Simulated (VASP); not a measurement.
Input of a VASP 6.6.1 run:

File INCAR:

```
PREC = Accurate ; ENCUT = 520
EDIFF = 1E-6 ; ISMEAR = 0
SIGMA = 0.1 ; LREAL = F
LASPH = T ; NELM = 150
ALGO = Normal ; ISIF = 2
LWAVE = F ; LCHARG = F
ISPIN = 2 ; MAGMOM = 0 0 0 0 0 0 1 1
LORBIT = 11 ; GGA = PE
NBANDS = 43
```

The input KPOINTS:

```
regular mesh
0
Gamma
  6 6 2
```

POSCAR

```
Al3Ga3N2
1.0
    3.0811825812      0.0000000000      0.0000000000
   -1.5405912906      2.6683823890      0.0000000000
    0.0000000000      0.0000000000     14.6532020164
Al Ga N
3 3 2
Direct
    0.3333333333      0.6666666667      0.1748992903
    0.0000000000      0.0000000000      0.0012625495
    0.6666666667      0.3333333333      0.6788631559
    0.0000000000      0.0000000000      0.3574679963
    0.3333333333      0.6666666667      0.5198001237
    0.3333333333      0.6666666667      0.8447603943
    0.0000000000      0.0000000000      0.1320840433
    0.3333333333      0.6666666667      0.3038624467
```

Potentials or basis: VASP PAW PBE potentials, release 64 (Al, Ga_d, N).

Command:

```console
$ cat potpaw_PBE.64/Al/POTCAR potpaw_PBE.64/Ga_d/POTCAR potpaw_PBE.64/N/POTCAR > POTCAR
$ mpirun -np 1 vasp_std > vasp.out
```

(1) Predict the pressure.

(2) What does it give for the band gap on the k mesh?

(3) Estimate the net moment.

## Answers

(1) 0.1 GPa.

(2) zero (filled and empty bands overlap).

(3) 0.00 μB per cell.

Caveat: the k points lie up to 0.39 Å⁻¹ apart.
